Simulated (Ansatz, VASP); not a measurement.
## Si2Se in VASP and in Ansatz

Contents of INCAR:

```
ALGO = Normal ; EDIFF = 1E-6
EDIFFG = -0.01 ; ENCUT = 600
GGA = PE ; IBRION = 2
ISIF = 3 ; ISMEAR = 0
LASPH = True ; LCHARG = False
LREAL = False ; LWAVE = False
NELM = 80 ; NSW = 100
PREC = Accurate ; SIGMA = 0.1
```

Contents of KPOINTS:

```
k-points
0
Gamma
  12 12 8
```

The input POSCAR:

```
Si2Se
1.0
    4.8858931435      0.0000000000      0.0000000000
   -2.4429465718      4.2313075825      0.0000000000
    0.0000000000      0.0000000000      5.2242197769
Si Se
4 2
Direct
    0.0000000000      0.0000000000      0.0000000000
    0.0000000000      0.0000000000      0.5000000000
    0.3333333333      0.6666666667      0.7500000000
    0.6666666667      0.3333333333      0.2500000000
    0.3333333333      0.6666666667      0.2500000000
    0.6666666667      0.3333333333      0.7500000000
```

Input for Ansatz:

```yaml
crystal:
  lattice:
    - [4.8858931435, 0.0, 0.0]
    - [-2.4429465718, 4.2313075825, 0.0]
    - [0.0, 0.0, 5.2242197769]
  atoms:
    - { symbol: Si, position: [0.0, 0.0, 0.0] }
    - { symbol: Si, position: [0.0, 0.0, 0.5] }
    - { symbol: Si, position: [0.3333333333, 0.6666666667, 0.75] }
    - { symbol: Si, position: [0.6666666667, 0.3333333333, 0.25] }
    - { symbol: Se, position: [0.3333333333, 0.6666666667, 0.25] }
    - { symbol: Se, position: [0.6666666667, 0.3333333333, 0.75] }
basis:
  ecutwfc: 420
kpoints:
  mp_grid: { grid: [12, 12, 8] }
hamiltonian:
  xc: pbe
scf:
  occupations: { method: gaussian, width: 0.1 }
output:
  forces: true
  stress: true
  eigenvalues: true
  write_density: true
  write_potential: true
  elf: true
  volumetric_format: npy
relax:
  adjacent_minimum: "off"
  f_tol: 0.01
  max_steps: 80
  cell: { stress_tol: 0.05 }
```

Change from the starting cell: species swapped into the Er2In type (P6_3/mmc, No. 194).

Alike in both runs: task relaxation of cell and atoms; functional PBE; k mesh 12 × 12 × 8; occupations gaussian, width 0.1 eV; no spin polarisation.

|  | VASP | Ansatz |
| --- | --- | --- |
| version | VASP 6.6.1 | Ansatz 0.2.0 |
| potentials or method | VASP PAW PBE potentials, release 64 (Si, Se), cutoff 600 eV | scalar-relativistic, plane waves, PAW |
| valence electrons in the cell | 28 | 48 |

|  | VASP | Ansatz | Ansatz less VASP |
| --- | --- | --- | --- |
| gap on the k mesh at the Fermi level, each at its own relaxed structure (eV) | none | none | - |
| relaxed volume (Å³/atom) | 18.11 | 18.10 | -0.005 |
| relaxed cell length with the largest relative difference (Å) | 5.205 | 5.203 | -0.0020 |

A gap of «none» marks a metal or a gap that the smearing closes. VASP's potentials hold 28 valence electrons a cell and Ansatz's 48, so a difference there can come from the potentials and not from the codes.
